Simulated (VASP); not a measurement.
Wanted: the native input for a VASP 6.6.1 run.

* Task: relaxation of cell and atoms
* Functional: PBE
* Potentials or basis: VASP PAW PBE potentials, release 64 (Hf_pv, B)
* Cutoff: 600 eV
* k mesh: 20 × 20 × 20
* Occupations: gaussian, width 0.1 eV
* Spin: no spin polarisation
* Dipole correction: no
* Further INCAR settings: ALGO = Normal; EDIFF = 1e-06; IBRION = 2; EDIFFG = -0.01; NSW = 100; ISIF = 3

The structure of HfB lies in POSCAR:

```
HfB
1.0
    0.0000000000      2.4181400889      2.4181400889
    2.4181400889      0.0000000000      2.4181400889
    2.4181400889      2.4181400889      0.0000000000
Hf B
1 1
Direct
    0.5000000000      0.5000000000      0.5000000000
    0.0000000000      0.0000000000      0.0000000000
```

One way to write it, as run:

INCAR

```
SYSTEM = HfB
PREC = Accurate
ENCUT = 600
EDIFF = 1E-6
ISMEAR = 0
SIGMA = 0.1
LREAL = .FALSE.
LASPH = .TRUE.
NELM = 60
ALGO = Normal
ISIF = 3
LWAVE = .FALSE.
LCHARG = .FALSE.
GGA = PE
IBRION = 2
NSW = 100
EDIFFG = -0.01
```

KPOINTS

```
regular mesh
0
G
  20 20 20
  0 0 0
```

Potentials or basis: VASP PAW PBE potentials, release 64 (Hf_pv, B).

Launch:

```console
$ cat potpaw_PBE.64/Hf_pv/POTCAR potpaw_PBE.64/B/POTCAR > POTCAR
$ mpirun -np 1 vasp_std > vasp.out
```

It gave:

```json
{
 "Relaxed volume": "14.13 Å³/atom",
 "Relaxed cell": "a = 3.419 Å, b = 3.419 Å, c = 3.419 Å, α = 60.00°, β = 60.00°, γ = 60.00°",
 "Space group after relaxing (to 0.05 Å)": "Fm-3m (No. 225)",
 "Energy gained by relaxing": "0.0 meV/atom",
 "Ionic steps": "3",
 "Pressure after relaxing": "0.0 GPa"
}
```

Run time: 86 s on 1 thread of Intel(R) Xeon(R) Platinum 8488C (Sapphire Rapids), on a shared host, peak memory 0.25 GiB.
